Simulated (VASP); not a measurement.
Runs of VASP 6.6.1 on MgO. The structure is that of space group P-6m2 (No. 187), or close to it. The cells are those of the table. 

```tsv
cell	gap on the mesh (eV)	pressure (GPa)
a = 3.026, b = 3.026, c = 2.599 Å, angles 90.0, 90.0, 120.0°, 2 atoms	2.36	-2.8
a = 2.982, b = 2.982, c = 2.639 Å, angles 90.0, 90.0, 120.0°, 2 atoms	2.70	(a)
a = 3.026, b = 3.026, c = 2.639 Å, angles 90.0, 90.0, 120.0°, 2 atoms	(b)	-5.1
a = 2.894, b = 2.894, c = 2.760 Å, angles 90.0, 90.0, 120.0°, 2 atoms	2.80	(c)
a = 2.982, b = 2.982, c = 2.680 Å, angles 90.0, 90.0, 120.0°, 2 atoms	2.70	-4.2
```

Alike in all rows: task single point; level PBE; potentials or basis VASP PAW PBE potentials, release 64 (Mg, O); no spin polarisation; k mesh 9 × 9 × 8; cutoff (eV) 520; smearing gaussian 0.05 eV.

Question: Fill in the values left out.

Answer: (a) -1.9; (b) 2.39; (c) -1.4.

A k mesh can miss the band edges.
